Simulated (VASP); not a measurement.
Here is a VASP 6.6.1 calculation.

INCAR

```
SYSTEM = Mn2Te3S
PREC     = Accurate       ! precision mode
ENCUT    = 520            ! plane-wave cutoff, eV
EDIFF    = 1E-6           ! SCF threshold, eV
ISMEAR   = 0              ! smearing method
SIGMA    = 0.15           ! smearing width, eV
LREAL    = .False.        ! projectors in reciprocal space
LASPH    = .True.         ! aspherical terms in the spheres
NELM     = 150            ! most SCF steps
ALGO     = Normal         ! electronic algorithm
ISIF     = 2              ! what is computed and relaxed
LWAVE    = .False.        ! write WAVECAR
LCHARG   = .True.         ! write CHGCAR
ISPIN    = 2              ! spin polarisation
MAGMOM   = 4 4 0 0 0 0    ! initial moments
LORBIT   = 11             ! projections on sites
LMAXMIX  = 4              ! l up to which the mixer works
GGA      = PE             ! functional
LELF     = .True.         ! ELF
LVHAR    = .True.       
NBANDS   = 38             ! bands
```

Contents of KPOINTS:

```
regular mesh
0
Gamma
  3 2 2
  0 0 0
```

File POSCAR:

```
Mn2Te3S
1.0
    4.6538297176      0.0000000000      0.0000000000
    0.0000000000      7.0381559484      0.0000000000
    0.0000000000      0.0000000000      6.0502193625
Mn Te S
2 3 1
Direct
    0.0000000000      0.8191711395      0.5000000000
    0.0000000000      0.1808288605      0.5000000000
    0.5000000000      0.0000000000      0.0000000000
    0.5000000000      0.5000000000      0.2391688732
    0.5000000000      0.5000000000      0.7608311268
    0.0000000000      0.5000000000      0.5000000000
```

Potentials or basis: VASP PAW PBE potentials, release 64 (Mn_pv, Te, S).

Run with:

```bash
$ cat potpaw_PBE.64/Mn_pv/POTCAR potpaw_PBE.64/Te/POTCAR potpaw_PBE.64/S/POTCAR > POTCAR
$ mpirun -np 1 vasp_std > vasp.out
```

(1) Estimate the pressure.

(2) What does it give for the net moment?

Results:

(1) 0.3 GPa.

(2) 9.08 μB per cell.

Caveat: the k points lie up to 0.52 Å⁻¹ apart; only a ferromagnetic start was run, and an antiferromagnetic order may lie lower in energy.
